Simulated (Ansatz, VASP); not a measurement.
## One calculation of NaFeN, two programs

```
Na Fe N
1.0
     2.93805    0.00000    0.00000
    -1.46903    2.54443    0.00000
     0.00000    0.00000    9.68595
Na Fe N
2 2 2
Direct
  0.66667 0.33333 0.76181
  0.33333 0.66667 0.26181
  0.00000 0.00000 0.51829
  0.00000 0.00000 0.01829
  0.33333 0.66667 0.56454
  0.66667 0.33333 0.06454
```

Alike in both runs: task single point; functional PBE; k mesh 9 × 9 × 2; no spin polarisation.

|  | VASP | Ansatz |
| --- | --- | --- |
| version | VASP 6.6.1 | Ansatz 0.2.0 |
| potentials or method | VASP PAW PBE potentials, release 64 (Na_pv, Fe, N) | plane waves, PAW |
| plane-wave cutoff (eV) | 520 | 420 |
| occupations | gaussian, width 0.01 eV | fixed |
| valence electrons in the cell | 40 | 60 |

|  | VASP | Ansatz | Ansatz less VASP |
| --- | --- | --- | --- |
| gap on the k mesh at the Fermi level (eV) | 0.42 | 0.43 | +0.016 |
| pressure (GPa) | 10.5 | 9.1 | -1.38 |
| traceless stress, the component that is largest in VASP (GPa) | -5.47 | -4.25 | +1.227 |
| rms of the force components (eV/Å) | 0.337 | 0.267 | -0.0698 |

Atom by atom the forces differ by 0.070 eV/Å (rms over components). VASP's potentials hold 40 valence electrons a cell and Ansatz's 60, so a difference there can come from the potentials and not from the codes.
